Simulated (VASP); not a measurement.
The system is B.

```xyz
1
Lattice="-1.1789 1.1789 1.1789 1.1789 -1.1789 1.1789 1.1789 1.1789 -1.1789" Properties=species:S:1:pos:R:3 pbc="T T T"
B     0.0000    0.0000    0.0000
```

```yaml
Program: VASP 6.6.1
Task: relaxation of cell and atoms
Functional: r2SCAN
Potentials_or_basis: VASP PAW PBE potentials, release 64 (B)
Cutoff: 600 eV
k_mesh: 18 × 18 × 18
Occupations: fermi-dirac, width 0.1 eV
Spin: no spin polarisation
```

At the start: pressure -16.2 GPa; volume 6.55 Å³/atom.

**Question.** How do energy, volume and symmetry change on relaxing?

**Answer.** Over 3 steps the energy falls by 28.6 meV/atom and the volume is 6.03 Å³/atom (-7.9 %); space group Im-3m (No. 229, to 0.05 Å).

Step by step:
| step | energy change (eV) | largest force (eV/Å) | pressure (GPa) | volume (Å³) |
| --- | --- | --- | --- | --- |
| 1 | 0.0000 | 0.0000 | -16.20 | 6.55 |
| 2 | -0.0276 | 0.0000 | 3.76 | 5.95 |
| 3 | -0.0286 | 0.0000 | 0.13 | 6.03 |

Final structure:
```
B
1.0
    -1.14685    1.14685    1.14685
     1.14685   -1.14685    1.14685
     1.14685    1.14685   -1.14685
B
1
Cartesian
  0.0000 0.0000 0.0000
```

Caveat: the PAW data sets were made with another functional, which shifts forces and pressure a little.
